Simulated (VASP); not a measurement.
Crystal: Te2Mo.

```
Te Mo
1.0
     6.33000    0.00000    0.00000
     0.00000    3.46900    0.00000
    -0.94679    0.00000   13.82762
Te Mo
8 4
Direct
  0.94370 0.75000 0.60450
  0.05630 0.25000 0.39550
  0.90300 0.25000 0.85140
  0.09700 0.75000 0.14860
  0.41120 0.75000 0.89550
  0.58880 0.25000 0.10450
  0.44320 0.25000 0.64840
  0.55680 0.75000 0.35160
  0.81670 0.75000 0.99260
  0.18330 0.25000 0.00740
  0.68190 0.25000 0.49340
  0.31810 0.75000 0.50660
```

Base run:

```yaml
Program: VASP 6.6.1
Functional: RPBE
Potentials_or_basis: VASP PAW PBE potentials, release 64 (Te, Mo_sv)
Cutoff: 520 eV
k_mesh: 4 × 8 × 2
Occupations: fermi-dirac, width 0.05 eV
Spin: no spin polarisation
```

Its results: band gap on the k mesh zero (bands 52 and 53 overlap by 0.19 eV); pressure 4.4 GPa; largest force 0.245 eV/Å.

**Question.** After a change of settings the same cell gave: band gap on the k mesh zero (bands 52 and 53 overlap by 0.19 eV); pressure 2.5 GPa; largest force 0.170 eV/Å. Which change was it?
A. functional from RPBE to revPBE
B. dispersion from none to D3(BJ)
C. functional from RPBE to PBE
D. functional from RPBE to BLYP

**Answer.** C.

PBE binds more tightly than RPBE, so the same cell stands under less pressure.

Caveats: spin-orbit coupling is left out, which moves the levels of the heavy elements; the cell stands under pressure (at least some runs); the PAW data sets were made with another functional, which shifts forces and pressure a little (at least some runs).
